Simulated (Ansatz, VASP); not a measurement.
**Os: VASP beside Ansatz**

```xyz
2
Lattice="2.7341 0.0000 0.0000 -1.3670 2.3678 0.0000 0.0000 0.0000 4.3197" Properties=species:S:1:pos:R:3 pbc="T T T"
Os    0.2121    1.7907    0.7799
Os    1.3670    0.7893    3.2398
```

Alike in both runs: task single point; functional PBEsol; k mesh 18 × 18 × 12; occupations gaussian, width 0.15 eV; no spin polarisation.

|  | VASP | Ansatz |
| --- | --- | --- |
| version | VASP 6.6.1 | Ansatz 0.2.0 |
| potentials or method | VASP PAW PBE potentials, release 64 (Os), cutoff 520 eV | scalar-relativistic, plane waves, PAW |
| valence electrons in the cell | 16 | 32 |

```tsv
	VASP	Ansatz	Ansatz less VASP
gap on the k mesh at the Fermi level (eV)	none	none	-
pressure (GPa)	26.7	25.5	-1.16
traceless stress, the component that is largest in VASP (GPa)	27.98	28.36	+0.380
rms of the force components (eV/Å)	4.187	4.187	+0.0005
```

VASP's potentials were made for PBE, not for PBEsol. Atom by atom the forces differ by 0.018 eV/Å (rms over components). A gap of «none» marks a metal or a gap that the smearing closes. With one functional, cell and mesh, what is left measures potentials, basis and numerics. VASP's potentials hold 16 valence electrons a cell and Ansatz's 32, so a difference there can come from the potentials and not from the codes.

Neither program's run includes spin-orbit coupling.
